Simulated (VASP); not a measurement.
# Ge (I4_132) in VASP: a series of runs

Runs on Ge. Level: PBE. Tasks: relaxation of cell and atoms, single point.

Everything below comes from runs of VASP 6.6.1. Logs are shortened: lines on timing, memory, paths and dates and some standing lists are left out, and cuts for length are marked.

## 1. The cell of the first run

The structure is cubic, space group I4_132 (No. 214). Conventional cell: a = 8.290 Å, b = 8.290 Å, c = 8.290 Å, α = 90.00°, β = 90.00°, γ = 90.00°. Ge (site symmetry 222) has 4 Ge at 2.54 Å within 3.3 Å.

## 2. Relaxation of cell and atoms, PBE

The input, INCAR:

```
SYSTEM = Ge
PREC = Accurate ; ENCUT = 600
EDIFF = 1E-6 ; ISMEAR = 0
SIGMA = 0.1 ; LREAL = .FALSE.
LASPH = .TRUE. ; NELM = 100
ALGO = Normal ; ISIF = 3
LWAVE = .FALSE. ; LCHARG = .FALSE.
GGA = PE ; IBRION = 2
NSW = 100 ; EDIFFG = -0.01
```

The input, KPOINTS:

```
regular mesh
0
G
  6 6 6
  0 0 0
```

The input, POSCAR:

```
Ge
1.0
   -4.1448643487      4.1448643487      4.1448643487
    4.1448643487     -4.1448643487      4.1448643487
    4.1448643487      4.1448643487     -4.1448643487
Ge
6
Direct
    0.6250000000      0.2500000000      0.8750000000
    0.8750000000      0.6250000000      0.2500000000
    0.7500000000      0.6250000000      0.8750000000
    0.2500000000      0.8750000000      0.6250000000
    0.8750000000      0.7500000000      0.6250000000
    0.6250000000      0.8750000000      0.7500000000
```

Potentials or basis: VASP PAW PBE potentials, release 64 (Ge_d).

Launch:

```sh
$ cat potpaw_PBE.64/Ge_d/POTCAR > POTCAR
$ mpirun -np 1 vasp_std > vasp.out
```

OUTCAR:

```text
SYSTEM = Ge
   PREC = Accurate
   ENCUT = 600
   EDIFF = 1E-6
   ISMEAR = 0
   LREAL = .FALSE.
   LASPH = .TRUE.
   NELM = 100
   ISIF = 3
   GGA = PE
   IBRION = 2
   NSW = 100
   EDIFFG = -0.01

 ion  position               nearest neighbor table
   1  0.625  0.250  0.875-   4 2.54   3 2.54   2 2.54   6 2.54
   2  0.875  0.625  0.250-   1 2.54   3 2.54   4 2.54   5 2.54
   3  0.750  0.625  0.875-   1 2.54   2 2.54   5 2.54   6 2.54
   4  0.250  0.875  0.625-   1 2.54   2 2.54   5 2.54   6 2.54
   5  0.875  0.750  0.625-   2 2.54   3 2.54   4 2.54   6 2.54
   6  0.625  0.875  0.750-   1 2.54   3 2.54   4 2.54   5 2.54

  LATTYP: Found a body centered cubic cell.
 ALAT       =     8.2897286974

  Lattice vectors:

 A1 = (  -4.1448643487,   4.1448643487,   4.1448643487)
 A2 = (   4.1448643487,  -4.1448643487,   4.1448643487)
 A3 = (   4.1448643487,   4.1448643487,  -4.1448643487)

Analysis of symmetry for initial positions (statically):
=====================================================================
 Subroutine PRICEL returns:
 Original cell was already a primitive cell.

 Routine SETGRP: Setting up the symmetry group for a
 body centered cubic supercell.

 Subroutine GETGRP returns: Found 24 space group operations
 (whereof  3 operations were pure point group operations)
 out of a pool of 48 trial point group operations.

The static configuration has the point symmetry C_3 .
 The point group associated with its full space group is O   .

Analysis of symmetry for dynamics (positions and initial velocities):
=====================================================================
 Subroutine PRICEL returns:
 Original cell was already a primitive cell.

 Routine SETGRP: Setting up the symmetry group for a
 body centered cubic supercell.

 Subroutine GETGRP returns: Found 24 space group operations
 (whereof  3 operations were pure point group operations)
 out of a pool of 48 trial point group operations.

The dynamic configuration has the point symmetry C_3 .
 The point group associated with its full space group is O   .

 Subroutine INISYM returns: Found 24 space group operations
[... 158 lines left out ...]
 VOLUME and BASIS-vectors are now :
 -----------------------------------------------------------------------------
  energy-cutoff  :      600.00
  volume of cell :      284.83
      direct lattice vectors                 reciprocal lattice vectors
    -4.144864349  4.144864349  4.144864349     0.000000000  0.120631210  0.120631210
     4.144864349 -4.144864349  4.144864349     0.120631210  0.000000000  0.120631210
     4.144864349  4.144864349 -4.144864349     0.120631210  0.120631210  0.000000000

 POSITION                                       TOTAL-FORCE (eV/Angst)
 -----------------------------------------------------------------------------------
      2.07243      5.18108      0.00000         0.000000      0.000000     -0.000000
      0.00000      2.07243      5.18108        -0.000000      0.000000      0.000000
      3.10865      4.14486      2.07243         0.000000      0.000000      0.000000
      5.18108      0.00000      2.07243        -0.000000     -0.000000      0.000000
      2.07243      3.10865      4.14486         0.000000      0.000000     -0.000000
      4.14486      2.07243      3.10865        -0.000000     -0.000000      0.000000
 -----------------------------------------------------------------------------------
    total drift:                               -0.000000      0.000000     -0.000000

  FREE ENERGIE OF THE ION-ELECTRON SYSTEM (eV)
  ---------------------------------------------------
  free  energy   TOTEN  =       -22.7078367949 eV

  energy  without entropy=      -22.6897001615  energy(sigma->0) =      -22.69876848

--------------------------------------- Ionic step        2  -------------------------------------------

 number of electron      84.0000075 magnetization

 Free energy of the ion-electron system (eV)
  ---------------------------------------------------
  ext. energy  EPLUGINS =         0.00000000
  ---------------------------------------------------
  free energy    TOTEN  =       -22.70821629 eV

  energy without entropy =      -22.69005098  energy(sigma->0) =      -22.69913363

 E-fermi :  -0.2071     XC(G=0):  -6.1555

 val. band max:       -0.2687567295   @ k =   0.5000   0.5000   0.3333
 cond. band min:      -0.1527704999   @ k =  -0.3333   0.5000   0.1667
 fundamental gap:      0.1159862296
 Fermi energy:        -0.2071289790

 k-point     1 :       0.0000    0.0000    0.0000
  band No.  band energies     occupation
      1     -24.9047      2.00000
      2     -24.7631      2.00000
      3     -24.7631      2.00000
      4     -24.7631      2.00000
      5     -24.7574      2.00000
      6     -24.7574      2.00000
[... 837 lines left out ...]
     49       4.6026      0.00000
     50       4.7850      0.00000

------------------------ aborting loop because EDIFF is reached ----------------------------------------

  FORCE on cell =-STRESS in cart. coord.  units (eV):
  Direction    XX          YY          ZZ          XY          YZ          ZX
  --------------------------------------------------------------------------------------
  -------------------------------------------------------------------------------------
  Total        0.0546923      0.0546923      0.0546923      0.0000000      0.0000000      0.0000000
  in kB        0.3061348      0.3061348      0.3061348      0.0000000      0.0000000      0.0000000
  external PRESSURE =       0.3061348 kB  Pullay stress =       0.0000000 kB

 VOLUME and BASIS-vectors are now :
 -----------------------------------------------------------------------------
  energy-cutoff  :      600.00
  volume of cell :      286.24
      direct lattice vectors                 reciprocal lattice vectors
    -4.151655337  4.151655337  4.151655337     0.000000000  0.120433889  0.120433889
     4.151655337 -4.151655337  4.151655337     0.120433889  0.000000000  0.120433889
     4.151655337  4.151655337 -4.151655337     0.120433889  0.120433889  0.000000000

 POSITION                                       TOTAL-FORCE (eV/Angst)
 -----------------------------------------------------------------------------------
      2.07583      5.18957      0.00000         0.000000     -0.000000     -0.000000
      0.00000      2.07583      5.18957         0.000000      0.000000      0.000000
      3.11374      4.15166      2.07583        -0.000000     -0.000000      0.000000
      5.18957      0.00000      2.07583         0.000000     -0.000000      0.000000
      2.07583      3.11374      4.15166        -0.000000     -0.000000      0.000000
      4.15166      2.07583      3.11374         0.000000      0.000000     -0.000000
 -----------------------------------------------------------------------------------
    total drift:                                0.000000     -0.000000     -0.000000

  FREE ENERGIE OF THE ION-ELECTRON SYSTEM (eV)
  ---------------------------------------------------
  free  energy   TOTEN  =       -22.7082162893 eV

  energy  without entropy=      -22.6900509761  energy(sigma->0) =      -22.69913363

 reached required accuracy - stopping structural energy minimisation
```

Wall time 9.2 min (1 thread of Intel Xeon Platinum 8488C (Sapphire Rapids), shared host); peak memory 0.61 GiB.

What came out:

- Free energy: -22.7082 eV
- Relaxed volume: 47.71 Å³/atom
- Relaxed cell: a = 7.191 Å, b = 7.191 Å, c = 7.191 Å, α = 109.47°, β = 109.47°, γ = 109.47°
- Space group after relaxing (to 0.05 Å): I4_132 (No. 214)
- Energy gained by relaxing: 0.1 meV/atom
- Ionic steps: 2
- Pressure after relaxing: 0.0 GPa
- Band gap on the k mesh: zero (band 42 reaches -0.04 eV, above the bottom of band 43 at -0.55 eV)

Step by step:
```csv
step,energy change (eV),largest force (eV/Å),pressure (GPa),volume (Å³)
1,0.0000,0.0000,0.11,284.83
2,-0.0004,0.0000,0.03,286.24
```

Final structure:
```xyz
6
Lattice="-4.1517 4.1517 4.1517 4.1517 -4.1517 4.1517 4.1517 4.1517 -4.1517" Properties=species:S:1:pos:R:3 pbc="T T T"
Ge    2.0758    5.1896    0.0000
Ge    0.0000    2.0758    5.1896
Ge    3.1137    4.1517    2.0758
Ge    5.1896    0.0000    2.0758
Ge    2.0758    3.1137    4.1517
Ge    4.1517    2.0758    3.1137
```

Levels at points of the mesh, in eV from the Fermi level:
| k point | band 40 | band 41 | band 42 | band 43 | band 44 | band 45 |
| --- | --- | --- | --- | --- | --- | --- |
| (0.00, 0.00, 0.00) | -1.12 | -1.12 | -1.12 | 2.20 | 2.28 | 2.28 |
| (0.50, 0.00, 0.00) | -1.22 | -1.11 | -0.14 | 0.06 | 1.30 | 1.98 |
| (0.50, 0.50, 0.50) | -1.27 | -0.34 | -0.34 | -0.34 | -0.24 | 0.83 |

(Continued in part 2 of 2.)
